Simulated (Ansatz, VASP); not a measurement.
**CuO: VASP beside Ansatz**

The input INCAR:

```
SYSTEM = CuO
PREC = Accurate ; ENCUT = 520
EDIFF = 1E-8 ; ISMEAR = -1
SIGMA = 0.05 ; LREAL = .FALSE.
LASPH = .TRUE. ; NELM = 80
ALGO = Normal ; ISIF = 2
LWAVE = .FALSE. ; LCHARG = .FALSE.
GGA = PE ; LEFG = .TRUE.
NBANDS = 16
```

The input KPOINTS:

```
Automatic mesh
0
G
  16 16 16
  0 0 0
```

POSCAR

```
CuO
1.0
    0.0000000000      2.2160223487      2.2160223487
    2.2160223487      0.0000000000      2.2160223487
    2.2160223487      2.2160223487      0.0000000000
Cu O
1 1
Direct
    0.0000000000      0.0000000000      0.0000000000
    0.2500000000      0.2500000000      0.2500000000
```

Input for Ansatz:

```yaml
crystal:
  lattice:
    - [0.0, 2.2160223487, 2.2160223487]
    - [2.2160223487, 0.0, 2.2160223487]
    - [2.2160223487, 2.2160223487, 0.0]
  atoms:
    - { symbol: Cu, position: [0.0, 0.0, 0.0] }
    - { symbol: O, position: [0.25, 0.25, 0.25] }
kpoints:
  mp_grid: { grid: [16, 16, 16] }
scf:
  occupations: { method: fermi_dirac, width: 0.05 }
hamiltonian:
  xc: pbe
  pseudopotentials: { kind: paw }
output:
  forces: true
  stress: true
  eigenvalues: true
  efg: { contact_densities: true }
```

Change from the starting cell: volume scaled by 0.9405, PAW files.

Alike in both runs: task electric field gradients; functional PBE; k mesh 16 × 16 × 16; occupations fermi-dirac, width 0.05 eV; no spin polarisation.

```csv
,VASP,Ansatz
version,VASP 6.6.1,Ansatz 0.2.0
potentials or method,"VASP PAW PBE potentials, release 64 (Cu, O)","PAW with Ansatz's default frozen-core files, scalar-relativistic"
plane-wave cutoff (eV),520,420
valence electrons in the cell,17,25
```

```csv
,VASP,Ansatz,Ansatz less VASP
pressure (GPa),10.6,9.7,-0.84
```

With one functional, cell and mesh, what is left measures potentials, basis and numerics. VASP's potentials hold 17 valence electrons a cell and Ansatz's 25, so a difference there can come from the potentials and not from the codes.
